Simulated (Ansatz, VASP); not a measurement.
W: VASP beside Ansatz

INCAR

```
PREC = Accurate
ENCUT = 520
EDIFF = 1E-7
ISMEAR = 0
SIGMA = 0.15
LREAL = F
LASPH = T
NELM = 80
ALGO = Fast
ISIF = 2
LWAVE = F
LCHARG = F
GGA = PS
NBANDS = 13
```

File KPOINTS:

```
regular mesh
0
Gamma
  22 22 22
```

File POSCAR:

```
W
1.0
    0.2547070852      2.1650102238      2.1650102238
    2.1650102238      0.2547070852      2.1650102238
    2.1650102238      2.1650102238      0.2547070852
W
1
Direct
    0.0000000000      0.0000000000      0.0000000000
```

Input for Ansatz:

```yaml
crystal:
  lattice:
    - [0.2547070852, 2.1650102238, 2.1650102238]
    - [2.1650102238, 0.2547070852, 2.1650102238]
    - [2.1650102238, 2.1650102238, 0.2547070852]
  atoms:
    - { symbol: W, position: [0.0, 0.0, 0.0] }
basis:
  ecutwfc: 420
kpoints:
  mp_grid: { grid: [22, 22, 22] }
hamiltonian:
  xc: pbesol
scf:
  occupations: { method: gaussian, width: 0.15 }
output:
  forces: true
  stress: true
  eigenvalues: true
```

Alike in both runs: task single point; functional PBEsol; k mesh 22 × 22 × 22; occupations gaussian, width 0.15 eV; no spin polarisation.

```csv
,VASP,Ansatz
version,VASP 6.6.1,Ansatz 0.2.0
potentials or method,"VASP PAW PBE potentials, release 64 (W_sv), cutoff 520 eV","scalar-relativistic, plane waves, PAW"
valence electrons in the cell,14,14
```

Ansatz gave:

* gap on the k mesh at the Fermi level (eV): none
* pressure (GPa): -5.3
* traceless stress, the component that is largest in VASP (GPa): -12.22

Problem. Which values does VASP return?

Solution. gap on the k mesh at the Fermi level (eV): none; pressure (GPa): -4.7; traceless stress, the component that is largest in VASP (GPa): -12.44.

VASP's potentials were made for PBE, not for PBEsol. A gap of «none» marks a metal or a gap that the smearing closes. With one functional, cell and mesh, what is left measures potentials, basis and numerics.

Neither program's run includes spin-orbit coupling.
